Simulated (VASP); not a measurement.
# V (Fm-3m) in VASP: notebook

Runs on V. Level: PBE. Tasks: single point.

All numbers are computed with VASP 6.6.1; they aren't measurements. Logs are shortened: lines on timing, memory, paths and dates and some standing lists are left out, and cuts for length are marked.

## (1) The cell of the first run

The structure is cubic, space group Fm-3m (No. 225). Conventional cell: a = 3.816 Å, b = 3.816 Å, c = 3.816 Å, α = 90.00°, β = 90.00°, γ = 90.00°. V (site symmetry m-3m) has 12 V at 2.70 Å within 3.6 Å.

This isn't the form of V at room conditions, which is bcc.

## (2) Single point, PBE, collinear spin, ferromagnetic start

INCAR reads:

```
SYSTEM = V
PREC = Accurate
ENCUT = 520
EDIFF = 1E-6
ISMEAR = 1
SIGMA = 0.05
LREAL = .False.
LASPH = .True.
NELM = 150
ALGO = Normal
ISIF = 2
LWAVE = .False.
LCHARG = .False.
ISPIN = 2
MAGMOM = 1.5
LORBIT = 11
LMAXMIX = 4
GGA = PE
NBANDS = 16
```

KPOINTS reads:

```
Automatic mesh
0
Gamma
  15 15 15
  0 0 0
```

POSCAR reads:

```
V
1.0
    0.0000000000      1.9079764273      1.9079764273
    1.9079764273      0.0000000000      1.9079764273
    1.9079764273      1.9079764273      0.0000000000
V
1
Direct
    0.0000000000      0.0000000000      0.0000000000
```

Potentials or basis: VASP PAW PBE potentials, release 64 (V_sv).

Command:

```sh
$ cat potpaw_PBE.64/V_sv/POTCAR > POTCAR
$ mpirun -np 1 vasp_std > vasp.out
```

OUTCAR:

```text
SYSTEM = V
   PREC = Accurate
   ENCUT = 520
   EDIFF = 1E-6
   ISMEAR = 1
   LREAL = .False.
   LASPH = .True.
   NELM = 150
   ISIF = 2
   ISPIN = 2
   LORBIT = 11
   GGA = PE

 ion  position               nearest neighbor table
   1  0.000  0.000  0.000-

  LATTYP: Found a face centered cubic cell.
 ALAT       =     3.8159528546

  Lattice vectors:

 A1 = (   0.0000000000,   1.9079764273,   1.9079764273)
 A2 = (   1.9079764273,   0.0000000000,   1.9079764273)
 A3 = (   1.9079764273,   1.9079764273,   0.0000000000)

Analysis of symmetry for initial positions (statically):
=====================================================================
 Subroutine PRICEL returns:
 Original cell was already a primitive cell.

 Routine SETGRP: Setting up the symmetry group for a
 face centered cubic supercell.

 Subroutine GETGRP returns: Found 48 space group operations
 (whereof 48 operations were pure point group operations)
 out of a pool of 48 trial point group operations.

The static configuration has the point symmetry O_h .

Analysis of symmetry for dynamics (positions and initial velocities):
=====================================================================
 Subroutine PRICEL returns:
 Original cell was already a primitive cell.

 Routine SETGRP: Setting up the symmetry group for a
 face centered cubic supercell.

 Subroutine GETGRP returns: Found 48 space group operations
 (whereof 48 operations were pure point group operations)
 out of a pool of 48 trial point group operations.

The dynamic configuration has the point symmetry O_h .

Analysis of structural, dynamic, and magnetic symmetry:
=====================================================================
 Subroutine PRICEL returns:
 Original cell was already a primitive cell.

 Routine SETGRP: Setting up the symmetry group for a
 face centered cubic supercell.

 Subroutine GETGRP returns: Found 48 space group operations
 (whereof 48 operations were pure point group operations)
 out of a pool of 48 trial point group operations.

The overall configuration has the point symmetry O_h .

 Subroutine INISYM returns: Found 48 space group operations
 (whereof 48 operations are pure point group operations),
 and found     1 'primitive' translations

----------------------------------------------------------------------------------------

                                     Primitive cell

  volume of cell :      13.8915

  direct lattice vectors                    reciprocal lattice vectors
     0.000000000  1.907976427  1.907976427    -0.262057745  0.262057745  0.262057745
     1.907976427  0.000000000  1.907976427     0.262057745 -0.262057745  0.262057745
     1.907976427  1.907976427  0.000000000     0.262057745  0.262057745 -0.262057745

  length of vectors
     2.698286140  2.698286140  2.698286140     0.453897329  0.453897329  0.453897329

  position of ions in fractional coordinates (direct lattice)
     0.000000000  0.000000000  0.000000000

  ion indices of the primitive-cell ions
   primitive index   ion index
                 1           1

----------------------------------------------------------------------------------------

 KPOINTS: Automatic mesh

Automatic generation of k-mesh.
 Grid dimensions read from file:
 generate k-points for:   15   15   15

 Generating k-lattice:

  Cartesian coordinates                     Fractional coordinates (reciprocal lattice)
    -0.017470516  0.017470516  0.017470516     0.066666667  0.000000000  0.000000000
     0.017470516 -0.017470516  0.017470516     0.000000000  0.066666667  0.000000000
     0.017470516  0.017470516 -0.017470516     0.000000000  0.000000000  0.066666667

  Length of vectors
     0.030259822  0.030259822  0.030259822

  Shift w.r.t. Gamma in fractional coordinates (k-lattice)
     0.000000000  0.000000000  0.000000000

 Subroutine IBZKPT returns following result:
 ===========================================

 Found    120 irreducible k-points:

 Following reciprocal coordinates:
            Coordinates               Weight
  0.000000  0.000000  0.000000      1.000000
  0.066667  0.000000  0.000000      8.000000
  0.133333  0.000000  0.000000      8.000000
  0.200000  0.000000  0.000000      8.000000
  0.266667  0.000000  0.000000      8.000000
  0.333333  0.000000  0.000000      8.000000
[... 16 lines left out ...]
  0.133333  0.133333  0.000000      6.000000
  0.200000  0.133333  0.000000     24.000000
 [... further k-points ...]
   k-points           NKPTS =    120   k-points in BZ     NKDIM =    120   number of bands    NBANDS=     16
   number of dos      NEDOS =    301   number of ions     NIONS =      1
   total plane-waves  NPLWV =   8000
   dimension x,y,z NGX =    20 NGY =   20 NGZ =   20
   dimension x,y,z NGXF=    40 NGYF=   40 NGZF=   40
   ions per type =               1
   NGX,Y,Z   is equivalent  to a cutoff of  12.32, 12.32, 12.32 a.u.
   NGXF,Y,Z  is equivalent  to a cutoff of  24.64, 24.64, 24.64 a.u.
 SYSTEM =  V
   PREC   = accura    normal or accurate (medium, high low for compatibility)
   ISTART =      0    job   : 0-new  1-cont  2-samecut
   ICHARG =      2    charge: 1-file 2-atom 10-const
   ISPIN  =      2    spin polarized calculation?
   LNONCOLLINEAR =      F non collinear calculations
   LSORBIT =      F    spin-orbit coupling
   LASPH  =      T    aspherical Exc in radial PAW
   ENCUT  =  520.0 eV  38.22 Ry    6.18 a.u.   5.02  5.02  5.02*2*pi/ulx,y,z
   NELM   =    150;   NELMIN=  2; NELMDL= -5     # of ELM steps
   EDIFF  = 0.1E-05   stopping-criterion for ELM
   LREAL  =      F    real-space projection
   EDIFFG = 0.1E-04   stopping-criterion for IOM
   NSW    =      0    number of steps for IOM
   IBRION =     -1    ionic relax: 0-MD 1-quasi-New 2-CG
   NFREE  =      0    steps in history (QN), initial steepest desc. (CG)
   ISIF   =      2    stress and relaxation
   ISYM   =      2    0-nonsym 1-usesym 2-fastsym
   POTIM  = 0.5000    time-step for ionic-motion
   TEBEG  =    0.0;   TEEND  =   0.0 temperature during run
   PSTRESS=    0.0 pullay stress
   NELECT =      13.0000    total number of electrons
   NUPDOWN=      -1.0000    fix difference up-down
   EMIN   =  10.00;   EMAX   =-10.00  energy-range for DOS
   EFERMI =   0.00;   METHOD = LEGACY
   ISMEAR =     1;   SIGMA  =   0.05  broadening in eV -4-tet -1-fermi 0-gaus
   EFERMI_NEDOS =   21; number of points for ismear=-14 and -15
   IALGO  =     38    algorithm
   IMIX   =      4    mixing-type and parameters
     AMIX     =   0.40;   BMIX     =  1.00
     AMIX_MAG =   1.60;   BMIX_MAG =  1.00
  volume/ion in A,a.u.               =      13.89        93.74
  Fermi-wavevector in a.u.,A,eV,Ry     =   1.601301  3.026020 34.887577  2.564165
  Thomas-Fermi vector in A             =   2.698301
   LORBIT       =     11    0 simple, 1 ext, 2 COOP (PROOUT), +10 PAW based schemes
   GGA     = PE    functional components
   LHFCALC =     F    Hartree Fock is set to
   AEXX    =    0.0000 exact exchange contribution
   IVDW    =     0    specifies the selected vdW correction
   LEPSILON=     F    determine dielectric tensor
   LRPA    =     F    only Hartree local field effects (RPA)
 spin polarized calculation
 Methfessel and Paxton  Order N= 1 SIGMA  =   0.05
  energy-cutoff  :      520.00
  volume of cell :       13.89
 maximum number of plane-waves:       384
   NGX =  9   NGY =  9   NGZ =  9

 number of electron      13.0000002 magnetization      -0.0042234

 number of electron      13.0000002 magnetization       0.0003966

 Free energy of the ion-electron system (eV)
  ---------------------------------------------------
  ext. energy  EPLUGINS =         0.00000000
  ---------------------------------------------------
  free energy    TOTEN  =        -8.74922693 eV

  energy without entropy =       -8.74916166  energy(sigma->0) =       -8.74920517

 E-fermi :   9.6219     XC(G=0): -12.7413

 val. band max:        9.6121702497   @ k =   0.4667   0.1333   0.0667
 cond. band min:       9.6257597170   @ k =  -0.3333   0.4000   0.0667
 fundamental gap:      0.0135894673
 Fermi energy:         9.6218603617

 spin component 1

 k-point     1 :       0.0000    0.0000    0.0000
  band No.  band energies     occupation
      1     -54.4396      1.00000
      2     -27.7948      1.00000
      3     -27.7948      1.00000
      4     -27.7948      1.00000
      5       2.8121      1.00000
      6       9.8021     -0.00000
[... 8 lines left out ...]
     15      36.8702      0.00000
     16      37.7973      0.00000
[... 419 lines left out ...]
 k-point    24 :       0.2000    0.1333    0.0000
  band No.  band energies     occupation
      1     -54.3824      1.00000
      2     -28.0260      1.00000
      3     -27.8665      1.00000
      4     -27.8600      1.00000
      5       4.1962      1.00000
      6       8.9831      1.00000
[... 8 lines left out ...]
     15      37.7849      0.00000
     16      38.4859      0.00000

 [... further k-points ...]

 spin component 2

 k-point     1 :       0.0000    0.0000    0.0000
  band No.  band energies     occupation
      1     -54.4392      1.00000
      2     -27.7945      1.00000
      3     -27.7945      1.00000
      4     -27.7945      1.00000
      5       2.8123      1.00000
      6       9.8024     -0.00000
[... 8 lines left out ...]
     15      36.8701      0.00000
     16      37.7976      0.00000
[... 419 lines left out ...]
 k-point    24 :       0.2000    0.1333    0.0000
  band No.  band energies     occupation
      1     -54.3821      1.00000
      2     -28.0257      1.00000
      3     -27.8662      1.00000
      4     -27.8597      1.00000
      5       4.1965      1.00000
      6       8.9834      1.00000
[... 8 lines left out ...]
     15      37.7852      0.00000
     16      38.4862      0.00000

 [... further k-points ...]

------------------------ aborting loop because EDIFF is reached ----------------------------------------

  FORCE on cell =-STRESS in cart. coord.  units (eV):
  Direction    XX          YY          ZZ          XY          YZ          ZX
  --------------------------------------------------------------------------------------
  -------------------------------------------------------------------------------------
  Total        0.0209535      0.0209535      0.0209535     -0.0000000     -0.0000000      0.0000000
  in kB        2.4166709      2.4166709      2.4166709     -0.0000000     -0.0000000      0.0000000
  external PRESSURE =       2.4166709 kB  Pullay stress =       0.0000000 kB

 VOLUME and BASIS-vectors are now :
 -----------------------------------------------------------------------------
  energy-cutoff  :      520.00
  volume of cell :       13.89
      direct lattice vectors                 reciprocal lattice vectors
     0.000000000  1.907976427  1.907976427    -0.262057745  0.262057745  0.262057745
     1.907976427  0.000000000  1.907976427     0.262057745 -0.262057745  0.262057745
     1.907976427  1.907976427  0.000000000     0.262057745  0.262057745 -0.262057745

 POSITION                                       TOTAL-FORCE (eV/Angst)
 -----------------------------------------------------------------------------------
      0.00000      0.00000      0.00000         0.000000     -0.000000      0.000000
 -----------------------------------------------------------------------------------
    total drift:                                0.000000      0.000000      0.000000

  FREE ENERGIE OF THE ION-ELECTRON SYSTEM (eV)
  ---------------------------------------------------
  free  energy   TOTEN  =        -8.7492269315 eV

  energy  without entropy=       -8.7491616590  energy(sigma->0) =       -8.74920517

 total charge

# of ion       s       p       d       tot
------------------------------------------
    1        2.341   6.225   3.024  11.590

 magnetization (x)

# of ion       s       p       d       tot
------------------------------------------
    1        0.000   0.000   0.000   0.000
```

Wall time 27 s (1 thread of Intel Xeon Platinum 8488C (Sapphire Rapids), shared host); peak memory 0.16 GiB.

Results:

```yaml
Free_energy: -8.7492 eV
Pressure: 0.2 GPa
Net_moment: 0.00 μB per cell
Valence_electrons_inside_the_program's_atomic_spheres: V 11.59
```

Caveat: the moments typed at the start vanished in this run.

## (3) Single point, PBE, collinear spin, ferromagnetic start

INCAR reads:

```
  ALGO = Normal
  EDIFF = 1E-6
  ENCUT = 520
  GGA = PE
  ISIF = 2
  ISMEAR = -1
  ISPIN = 2
  LASPH = T
  LCHARG = T
  LELF = T
  LMAXMIX = 4
  LORBIT = 11
  LREAL = F
  LVHAR = T
  LWAVE = F
  MAGMOM = 1.5
  NBANDS = 16
  NELM = 150
  PREC = Accurate
  SIGMA = 0.05
```

KPOINTS reads:

```
k-points
0
Gamma
  15 15 15
```

POSCAR reads:

```
V
1.0
    0.0000000000      1.9081458605      1.9081458605
    1.9081458605      0.0000000000      1.9081458605
    1.9081458605      1.9081458605      0.0000000000
V
1
Direct
    0.0000000000      0.0000000000      0.0000000000
```

Potentials or basis: VASP PAW PBE potentials, release 64 (V_sv).

Command:

```sh
$ cat potpaw_PBE.64/V_sv/POTCAR > POTCAR
$ mpirun -np 1 vasp_std > vasp.out
```

Wall time 28 s (1 thread of Intel Xeon Platinum 8488C (Sapphire Rapids), shared host); peak memory 0.16 GiB.

Results (log left out):

| Quantity | Value |
| --- | --- |
| Free energy | -8.7565 eV |
| Pressure | 0.2 GPa |
| Net moment | 0.00 μB per cell |
| Valence electrons inside the program's atomic spheres | V 11.59 |

Levels at points of the mesh, in eV from the Fermi level:
Spin up:
| k point | band 3 | band 4 | band 5 | band 6 | band 7 | band 8 | band 9 | band 10 |
| --- | --- | --- | --- | --- | --- | --- | --- | --- |
| (0.00, 0.00, 0.00) | -37.43 | -37.43 | -6.82 | 0.17 | 0.17 | 0.17 | 1.91 | 1.91 |
Spin down:
```tsv
k point	band 4	band 5	band 6	band 7	band 8	band 9
(0.00, 0.00, 0.00)	-37.43	-6.82	0.17	0.17	0.17	1.91
```

Caveat: the moments typed at the start vanished in this run.
